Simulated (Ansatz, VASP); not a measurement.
**KMgF3: VASP beside Ansatz**

File INCAR:

```
SYSTEM = KMgF3
PREC = Accurate ; ENCUT = 520
EDIFF = 1E-6 ; ISMEAR = -1
SIGMA = 0.05 ; LREAL = .False.
LASPH = .True. ; NELM = 60
ALGO = Normal ; ISIF = 2
LWAVE = .False. ; LCHARG = .False.
GGA = RP ; NBANDS = 24
```

The input KPOINTS:

```
Automatic mesh
0
Gamma
  7 7 7
  0 0 0
```

Contents of POSCAR:

```
KMgF3
1.0
    3.9859000000      0.0000000000      0.0000000000
    0.0000000000      3.9859000000      0.0000000000
    0.0000000000      0.0000000000      3.9859000000
K Mg F
1 1 3
Direct
    0.5000000000      0.5000000000      0.5000000000
    0.0000000000      0.0000000000      0.0000000000
    0.0000000000      0.0000000000      0.5000000000
    0.0000000000      0.5000000000      0.0000000000
    0.5000000000      0.0000000000      0.0000000000
```

File input.yaml:

```yaml
crystal:
  lattice:
    - [3.9859, 0.0, 0.0]
    - [0.0, 3.9859, 0.0]
    - [0.0, 0.0, 3.9859]
  atoms:
    - { symbol: K, position: [0.5, 0.5, 0.5] }
    - { symbol: Mg, position: [0.0, 0.0, 0.0] }
    - { symbol: F, position: [0.0, 0.0, 0.5] }
    - { symbol: F, position: [0.0, 0.5, 0.0] }
    - { symbol: F, position: [0.5, 0.0, 0.0] }
hamiltonian:
  xc: rpbe
  pseudopotentials: { kind: paw }
kpoints:
  mp_grid: { grid: [7, 7, 7] }
scf:
  occupations: { method: fermi_dirac, width: 0.05 }
  n_extra_bands: 12
output:
  forces: true
  stress: true
  eigenvalues: true
  dos: { projected: true, de: 0.05, nscf_kmesh: { grid: [11, 11, 11] } }
```

Alike in both runs: functional RPBE; k mesh 7 × 7 × 7; occupations fermi-dirac, width 0.05 eV; no spin polarisation.

|  | VASP | Ansatz |
| --- | --- | --- |
| version | VASP 6.6.1 | Ansatz 0.2.0 |
| potentials or method | VASP PAW PBE potentials, release 64 (K_sv, Mg, F) | Ansatz PAW |
| plane-wave cutoff (eV) | 520 | 420 |
| valence electrons in the cell | 32 | 40 |
| task | single point | projected density of states |

Ansatz gave:

| Quantity | Value |
| --- | --- |
| gap on the k mesh at the Fermi level (eV) | 7.67 |
| least direct gap on the mesh (eV) | 7.96 |
| pressure (GPa) | 8.1 |

Problem. Which values does VASP return?

Solution. gap on the k mesh at the Fermi level (eV): 7.64; least direct gap on the mesh (eV): 7.92; pressure (GPa): 7.6.

VASP's potentials were made for PBE, not for RPBE. VASP's potentials hold 32 valence electrons a cell and Ansatz's 40, so a difference there can come from the potentials and not from the codes.

Noted on Ansatz's run: odd divisions of the mesh miss points on the zone boundary, where band edges often lie, so the gap on the mesh can be too wide.
